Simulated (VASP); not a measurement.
# Li4Mg5Cl14 in VASP: notebook

Runs on Li4Mg5Cl14. Level: PBE. Tasks: single point.

All numbers are computed with VASP 6.6.1; they aren't measurements. Logs are shortened: lines on timing, memory, paths and dates and some standing lists are left out, and cuts for length are marked.

## Step 1: The cell of the first run

The cell holds an amorphous packing of atoms, 23 atoms: a = 8.308 Å, b = 8.470 Å, c = 8.232 Å, α = 85.84°, β = 90.35°, γ = 91.58°.

## Step 2: Single point, PBE

File INCAR:

```
SYSTEM = Li4Mg5Cl14
ALGO     = Normal         ! electronic algorithm
EDIFF    = 1E-7           ! SCF threshold, eV
ENCUT    = 520            ! plane-wave cutoff, eV
GGA      = PE             ! functional
ISIF     = 2              ! what is computed and relaxed
ISMEAR   = -1             ! smearing method
ISYM     = 0            
LASPH    = .TRUE.         ! aspherical terms in the spheres
LCHARG   = .TRUE.         ! write CHGCAR
LELF     = .TRUE.         ! ELF
LREAL    = Auto         
LVHAR    = .TRUE.       
LWAVE    = .FALSE.        ! write WAVECAR
NBANDS   = 77             ! bands
NELM     = 80             ! most SCF steps
PREC     = Accurate       ! precision mode
SIGMA    = 0.0991         ! smearing width, eV
```

File KPOINTS:

```
k-points
0
G
  1 1 1
  0 0 0
```

File POSCAR:

```
Li4Mg5Cl14
1.0
    8.3069090000     -0.1152490000     -0.0233070000
   -0.1152490000      8.4640910000      0.3031410000
   -0.0233070000      0.3031410000      8.2260140000
Mg Cl Li
5 14 4
Direct
    0.3780543836      0.6662450061      0.6416223138
    0.1060234941      0.2080125485      0.5288659802
   -0.1078204705      0.7266314518      0.6071401341
    0.6609506964      0.9551288591      0.0264574143
    0.4069802741      0.5613574476      0.1848036037
    0.3938811380      0.2084861443      0.5423671160
    0.6495545322      0.2338716474     -0.0020201665
    0.1624711419      0.3125084287      0.1178060963
    0.9134442751      0.8294783840      0.0607506550
    0.4280763249      0.5023395260      0.8572080559
    0.1692424685      0.7930141400      0.7340154581
    0.8882821058      0.3829184205      0.4384371238
    0.9927636574      0.1551271967      0.7728196097
    0.2148298429      0.5767180809      0.3970383643
    0.9209823964     -0.0441418066      0.4282085501
    0.6298029792      0.7324145677      0.3583468170
    0.6660289444      0.8667145278      0.7432466597
    0.8416154872      0.5188437294      0.8415087459
    0.3825992683      0.8189600794      0.0724664295
    0.6859834036      0.1500885073      0.6403294761
    0.9083164804      0.3687897471      0.1435918830
    0.2533728539      0.2104661390      0.8763130534
    0.0387879930      0.6249472461      0.9649368332
```

Potentials or basis: VASP PAW PBE potentials, release 64 (Mg, Cl, Li_sv).

Started as:

```sh
$ cat potpaw_PBE.64/Mg/POTCAR potpaw_PBE.64/Cl/POTCAR potpaw_PBE.64/Li_sv/POTCAR > POTCAR
$ mpirun -np 1 vasp_gam > vasp.out
```

OUTCAR:

```text
SYSTEM = Li4Mg5Cl14
   EDIFF = 1E-7
   ENCUT = 520
   GGA = PE
   ISIF = 2
   ISMEAR = -1
   ISYM = 0
   LASPH = .TRUE.
   LREAL = Auto
   NELM = 80
   PREC = Accurate

 ion  position               nearest neighbor table
   1  0.378  0.666  0.642-  10 2.22  11 2.23  14 2.57  17 3.04  16 3.15
   2  0.106  0.208  0.529-  13 2.23   6 2.39  12 2.45  15 2.77  22 3.11
   3  0.892  0.727  0.607-  15 2.36  18 2.54  17 2.56  11 2.59  16 2.98
   4  0.661  0.955  0.026-   7 2.36   9 2.38  17 2.50  19 2.57
   5  0.407  0.561  0.185-  19 2.32  14 2.39  16 2.77  10 2.79   8 2.97
   6  0.394  0.208  0.542-   2 2.39  20 2.60
   7  0.650  0.234  0.998-   4 2.36
   8  0.162  0.313  0.118-  21 2.19  22 2.36   5 2.97
   9  0.913  0.829  0.061-  23 2.24   4 2.38
  10  0.428  0.502  0.857-   1 2.22   5 2.79
  11  0.169  0.793  0.734-   1 2.23  23 2.52   3 2.59
  12  0.888  0.383  0.438-  21 2.45   2 2.45
  13  0.993  0.155  0.773-   2 2.23  22 2.37
  14  0.215  0.577  0.397-   5 2.39   1 2.57
  15  0.921  0.956  0.428-   3 2.36   2 2.77
  16  0.630  0.732  0.358-   5 2.77   3 2.98   1 3.15
  17  0.666  0.867  0.743-  20 2.49   4 2.50   3 2.56   1 3.04
  18  0.842  0.519  0.842-  23 2.13   3 2.54
  19  0.383  0.819  0.072-   5 2.32   4 2.57
  20  0.686  0.150  0.640-  17 2.49   6 2.60
  21  0.908  0.369  0.144-   8 2.19  12 2.45
  22  0.253  0.210  0.876-   8 2.36  13 2.37   2 3.11
  23  0.039  0.625  0.965-  18 2.13   9 2.24  11 2.52

IMPORTANT INFORMATION: All symmetrisations will be switched off!
NOSYMM: (Re-)initialisation of all symmetry stuff for point group C_1.

----------------------------------------------------------------------------------------

                                     Primitive cell

  volume of cell :     577.4990

  direct lattice vectors                    reciprocal lattice vectors
     8.306909000 -0.115249000 -0.023307000     0.120405116  0.001629396  0.000281102
    -0.115249000  8.464091000  0.303141000     0.001629396  0.118324367 -0.004355814
    -0.023307000  0.303141000  8.226014000     0.000281102 -0.004355814  0.121726875

  length of vectors
     8.307741130  8.470301840  8.231630702     0.120416468  0.118415725  0.121805108

  position of ions in fractional coordinates (direct lattice)
     0.378054384  0.666245006  0.641622314
     0.106023494  0.208012549  0.528865980
     0.892179529  0.726631452  0.607140134
     0.660950696  0.955128859  0.026457414
     0.406980274  0.561357448  0.184803604
     0.393881138  0.208486144  0.542367116
[... 15 lines left out ...]
     0.253372854  0.210466139  0.876313053
     0.038787993  0.624947246  0.964936833

[... 78 lines left out ...]
   NFREE  =      0    steps in history (QN), initial steepest desc. (CG)
   ISIF   =      2    stress and relaxation
   ISYM   =      0    0-nonsym 1-usesym 2-fastsym
   POTIM  = 0.5000    time-step for ionic-motion
   TEBEG  =    0.0;   TEEND  =   0.0 temperature during run
   PSTRESS=    0.0 pullay stress
   NELECT =     120.0000    total number of electrons
   NUPDOWN=      -1.0000    fix difference up-down
   EMIN   =  10.00;   EMAX   =-10.00  energy-range for DOS
   EFERMI =   0.00;   METHOD = LEGACY
   ISMEAR =    -1;   SIGMA  =   0.10  broadening in eV -4-tet -1-fermi 0-gaus
   EFERMI_NEDOS =   21; number of points for ismear=-14 and -15
   IALGO  =     38    algorithm
   IMIX   =      4    mixing-type and parameters
     AMIX     =   0.40;   BMIX     =  1.00
     AMIX_MAG =   1.60;   BMIX_MAG =  1.00
  volume/ion in A,a.u.               =      25.11       169.44
  Fermi-wavevector in a.u.,A,eV,Ry     =   0.969657  1.832386 12.792671  0.940235
  Thomas-Fermi vector in A             =   2.099728
   LORBIT       =      0    0 simple, 1 ext, 2 COOP (PROOUT), +10 PAW based schemes
   GGA     = PE    functional components
   LHFCALC =     F    Hartree Fock is set to
   AEXX    =    0.0000 exact exchange contribution
   IVDW    =     0    specifies the selected vdW correction
   LEPSILON=     F    determine dielectric tensor
   LRPA    =     F    only Hartree local field effects (RPA)
 non-spin polarized calculation
  energy-cutoff  :      520.00
  volume of cell :      577.50
 maximum number of plane-waves:      7794
 NGX is ok and might be reduce to    64
   NGX = 31   NGY = 31   NGZ = 31

 number of electron     119.9999987 magnetization

 Free energy of the ion-electron system (eV)
  ---------------------------------------------------
  ext. energy  EPLUGINS =         0.00000000
  ---------------------------------------------------
  free energy    TOTEN  =       -76.07786789 eV

  energy without entropy =      -76.07786509  energy(sigma->0) =      -76.07786649

 E-fermi :   1.5863     XC(G=0):  -7.5952

 val. band max:        0.1332561799   @ k =   0.0000   0.0000   0.0000
 cond. band min:       3.0348746748   @ k =   0.0000   0.0000   0.0000
 fundamental gap:      2.9016184949
 Fermi energy:         1.5862935493

 k-point     1 :       0.0000    0.0000    0.0000
  band No.  band energies     occupation
      1     -45.3452      2.00000
      2     -45.2114      2.00000
      3     -44.8450      2.00000
      4     -44.3762      2.00000
      5     -14.3760      2.00000
      6     -14.0798      2.00000
[... 64 lines left out ...]
     71       6.4656      0.00000
     72       6.7032      0.00000
 [bands above 72 left out]

------------------------ aborting loop because EDIFF is reached ----------------------------------------

  FORCE on cell =-STRESS in cart. coord.  units (eV):
  Direction    XX          YY          ZZ          XY          YZ          ZX
  --------------------------------------------------------------------------------------
  -------------------------------------------------------------------------------------
  Total       -0.4786789      0.6873488      1.9186938     -4.0245231     -1.0937925     -0.6023324
  in kB       -1.3280171      1.9069376      5.3231045    -11.1653863     -3.0345498     -1.6710735
  external PRESSURE =       1.9673417 kB  Pullay stress =       0.0000000 kB

 VOLUME and BASIS-vectors are now :
 -----------------------------------------------------------------------------
  energy-cutoff  :      520.00
  volume of cell :      577.50
      direct lattice vectors                 reciprocal lattice vectors
     8.306909000 -0.115249000 -0.023307000     0.120405116  0.001629396  0.000281102
    -0.115249000  8.464091000  0.303141000     0.001629396  0.118324367 -0.004355814
    -0.023307000  0.303141000  8.226014000     0.000281102 -0.004355814  0.121726875

 POSITION                                       TOTAL-FORCE (eV/Angst)
 -----------------------------------------------------------------------------------
      3.04872      5.79009      5.47115         0.704370      0.319483     -1.507823
      0.84443      1.90874      4.41104        -0.369313     -0.281522     -1.235820
      7.31336      6.23150      5.19382        -0.259268      0.014055      0.209432
      5.37976      8.01614      0.49177         0.204598     -0.756146      0.206688
      3.31174      4.76050      1.68088         0.095689      0.260492      0.071220
      3.23527      1.88367      4.51554        -0.235850     -0.099389      0.285907
[... 15 lines left out ...]
      2.06007      2.01785      7.26646        -0.008417      0.140107      0.122682
      0.22769      5.57765      8.12613         0.521408      0.584438     -0.054028
 -----------------------------------------------------------------------------------
    total drift:                               -0.002436      0.000128      0.003109

  FREE ENERGIE OF THE ION-ELECTRON SYSTEM (eV)
  ---------------------------------------------------
  free  energy   TOTEN  =       -76.0778678869 eV

  energy  without entropy=      -76.0778650931  energy(sigma->0) =      -76.07786649
```

OSZICAR:

```text
N       E                     dE             d eps       ncg     rms          rms(c)
DAV:   1     0.124092601516E+04    0.12409E+04   -0.55670E+04   154   0.145E+03
DAV:   2     0.909551864828E+02   -0.11500E+04   -0.10989E+04   202   0.307E+02
DAV:   3    -0.666633710146E+02   -0.15762E+03   -0.15661E+03   188   0.118E+02
[... 11 lines left out ...]
DAV:  15    -0.760778635896E+02   -0.66183E-06   -0.30756E-05   180   0.175E-02    0.157E-02
DAV:  16    -0.760778668505E+02   -0.32609E-05   -0.17449E-05   196   0.130E-02    0.620E-03
DAV:  17    -0.760778677571E+02   -0.90659E-06   -0.19812E-06   228   0.598E-03    0.420E-03
DAV:  18    -0.760778678733E+02   -0.11627E-06   -0.18915E-06   196   0.487E-03    0.213E-03
DAV:  19    -0.760778678869E+02   -0.13551E-07   -0.27596E-07   156   0.217E-03
   1 F= -.76077868E+02 E0= -.76077866E+02  d E =-.279377E-05
```

Wall time 60 s (1 thread of Intel Xeon Platinum 8559C (Emerald Rapids), shared host); peak memory 0.52 GiB.

Results:

```
Free energy            : -76.0779 eV
Largest force          : 1.695 eV/Å
Band gap on the k mesh : 2.90 eV
```

Forces in eV/Å, atoms in the order of the input:
```
Mg   0.704  0.319 -1.508
Mg  -0.369 -0.282 -1.236
Mg  -0.259  0.014  0.209
Mg   0.205 -0.756  0.207
Mg   0.096  0.260  0.071
Cl  -0.236 -0.099  0.286
Cl  -0.134 -1.074  0.524
Cl   0.734  0.322  0.088
Cl  -0.159  0.343  0.293
Cl  -0.045 -0.775  0.692
Cl  -0.936  0.311  0.017
Cl  -0.373 -0.221 -0.257
Cl   0.266 -0.008  0.717
Cl   0.748  0.184  0.525
Cl   0.735  0.772  0.168
Cl  -0.655 -1.158  0.490
Cl  -0.765  0.340 -0.176
Cl   0.197  0.170 -0.887
Cl   0.240  0.854 -0.279
Li   0.247  0.016 -0.089
Li  -0.752 -0.259  0.076
Li  -0.008  0.140  0.123
Li   0.521  0.584 -0.054
```

Levels at points of the mesh, in eV from the valence-band top:
```
           k point  band 56  band 57  band 58  band 59  band 60  band 61  band 62  band 63  band 64  band 65
(0.00, 0.00, 0.00)    -0.81    -0.79    -0.60    -0.31     0.00     2.90     4.33     4.67     5.01     5.12
```

Caveat: the k points lie up to 0.77 Å⁻¹ apart; the cutoff is under 1.25 times the usual one of these potentials, so pressure, stress and relaxed cells hold a basis-set (Pulay) error.

(Part 1 of 3 ends here.)
